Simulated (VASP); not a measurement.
A run of VASP 6.6.1 is set up as follows.

POSCAR

```
SnTe
1.0
   -0.0908697655      3.1622471869      3.1622471869
    3.1622471869     -0.0908697655      3.1622471869
    3.1622471869      3.1622471869     -0.0908697655
Sn Te
1 1
Direct
    0.0000000000      0.0000000000      0.0000000000
    0.5000000000      0.5000000000      0.5000000000
```

The input INCAR.step1:

```
SYSTEM = SnTe
PREC     = Accurate       ! precision mode
ENCUT    = 520            ! plane-wave cutoff, eV
ISMEAR   = -1             ! smearing method
SIGMA    = 0.02           ! smearing width, eV
LREAL    = .False.        ! projectors in reciprocal space
LASPH    = .True.         ! aspherical terms in the spheres
NELM     = 100            ! most SCF steps
NBANDS   = 17             ! bands
GGA      = PE             ! functional
ALGO     = Normal         ! electronic algorithm
EDIFF    = 1E-4           ! SCF threshold, eV
LWAVE    = .True.         ! write WAVECAR
LCHARG   = .False.        ! write CHGCAR
```

Contents of INCAR.step2:

```
SYSTEM = SnTe
PREC     = Accurate       ! precision mode
ENCUT    = 520            ! plane-wave cutoff, eV
EDIFF    = 1E-6           ! SCF threshold, eV
ISMEAR   = -1             ! smearing method
SIGMA    = 0.02           ! smearing width, eV
LREAL    = .False.        ! projectors in reciprocal space
LASPH    = .True.         ! aspherical terms in the spheres
NELM     = 100            ! most SCF steps
ALGO     = Normal         ! electronic algorithm
ISIF     = 2              ! what is computed and relaxed
LWAVE    = .False.        ! write WAVECAR
LCHARG   = .True.         ! write CHGCAR
METAGGA  = R2SCAN         ! meta-GGA
LMIXTAU  = .True.       
LELF     = .True.         ! ELF
LVHAR    = .True.       
NBANDS   = 17             ! bands
ISTART   = 1
```

Contents of KPOINTS:

```
regular mesh
0
Gamma
  8 8 8
  0 0 0
```

Potentials or basis: VASP PAW PBE potentials, release 64 (Sn_d, Te).

Command:

```console
$ cat potpaw_PBE.64/Sn_d/POTCAR potpaw_PBE.64/Te/POTCAR > POTCAR
$ cp INCAR.step1 INCAR
$ mpirun -np 1 vasp_std > vasp.out
$ cp INCAR.step2 INCAR
$ mpirun -np 1 vasp_std > vasp.out
```

**Question.** Estimate the pressure.

**Answer.** -0.8 GPa.

**Question.** Predict the band gap on the k mesh.

**Answer.** Zero (bands 10 and 11 overlap by 0.12 eV).

Stress tensor (GPa, compression positive):
```
-0.84  0.46  0.46
 0.46 -0.84  0.46
 0.46  0.46 -0.84
```

Caveat: the cell differs from its parent crystal (epitaxial 111 strain +2.0%); semilocal functionals underestimate gaps, and a narrow one can read as zero; the PAW data sets were made with another functional, which shifts forces and pressure a little; spin-orbit coupling is left out, which moves the levels of the heavy elements.
